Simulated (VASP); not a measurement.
A run of VASP 6.6.1 is set up as follows.

File INCAR:

```
SYSTEM = TiAl3
  PREC = Accurate
  ENCUT = 520
  EDIFF = 1E-7
  ISMEAR = 0
  SIGMA = 0.1
  LREAL = .False.
  LASPH = .True.
  NELM = 80
  ALGO = Fast
  ISIF = 2
  LWAVE = .False.
  LCHARG = .True.
  GGA = PS
  LELF = .True.
  LVHAR = .True.
  NBANDS = 18
```

KPOINTS

```
Automatic mesh
0
Gamma
  14 14 14
  0 0 0
```

File POSCAR:

```
TiAl3
1.0
    3.8693779146      0.0000000000      0.0000000000
    0.0000000000      3.8693779146      0.0000000000
    0.0000000000      0.0000000000      4.0070832225
Ti Al
1 3
Direct
    0.0000000000      0.0000000000      0.0000000000
    0.5000000000      0.5000000000      0.0000000000
    0.5000000000      0.0000000000      0.5000000000
    0.0000000000      0.5000000000      0.5000000000
```

Potentials or basis: VASP PAW PBE potentials, release 64 (Ti_sv, Al).

Command:

```bash
$ cat potpaw_PBE.64/Ti_sv/POTCAR potpaw_PBE.64/Al/POTCAR > POTCAR
$ mpirun -np 1 vasp_std > vasp.out
```

What does it give for the band gap on the k mesh?

Zero (an odd number of electrons rules out a gap without spin polarisation).

Predict the pressure.

3.3 GPa.

Stress tensor (GPa, compression positive):
```
4.83 0.00 0.00
0.00 4.83 0.00
0.00 0.00 0.11
```

Caveat: the cell differs from its parent crystal (biaxial strain in the a-b plane: -2.0 %, then relaxed in part); the cell stands under pressure; the PAW data sets were made with another functional, which shifts forces and pressure a little.
